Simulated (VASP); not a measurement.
A run of VASP 6.6.1 is set up as follows.

The input INCAR:

```
SYSTEM = CdSe
PREC = Accurate
ENCUT = 520
EDIFF = 1E-7
ISMEAR = 0
SIGMA = 0.02
LREAL = .False.
LASPH = .True.
ALGO = Normal
NELM = 100
ISIF = 2
LWAVE = .False.
LCHARG = .False.
```

The input KPOINTS:

```
k-points
0
Gamma
  6 6 6
```

Contents of POSCAR:

```
CdSe
1.0
    0.0000000000      3.0702711986      3.0702711986
    3.0702711986      0.0000000000      3.0702711986
    3.0702711986      3.0702711986      0.0000000000
Cd Se
1 1
Direct
    0.0045730000     -0.0040460000     -0.0012710000
    0.2469020000      0.2480020000      0.2529230000
```

Potentials or basis: VASP PAW PBE potentials, release 64 (Cd, Se).

Launch:

```sh
$ cat potpaw_PBE.64/Cd/POTCAR potpaw_PBE.64/Se/POTCAR > POTCAR
$ mpirun -np 1 vasp_std > vasp.out
```

**Question.** What does it give for the band gap on the k mesh?

**Answer.** 0.53 eV.

**Question.** Predict the largest force.

**Answer.** 0.123 eV/Å.

**Question.** Predict the pressure.

**Answer.** 1.6 GPa.

Forces in eV/Å, atoms in the order of the input:
```
Cd   0.086 -0.044 -0.077
Se  -0.086  0.044  0.077
```

Caveat: the cell differs from its parent crystal (atoms moved at random).
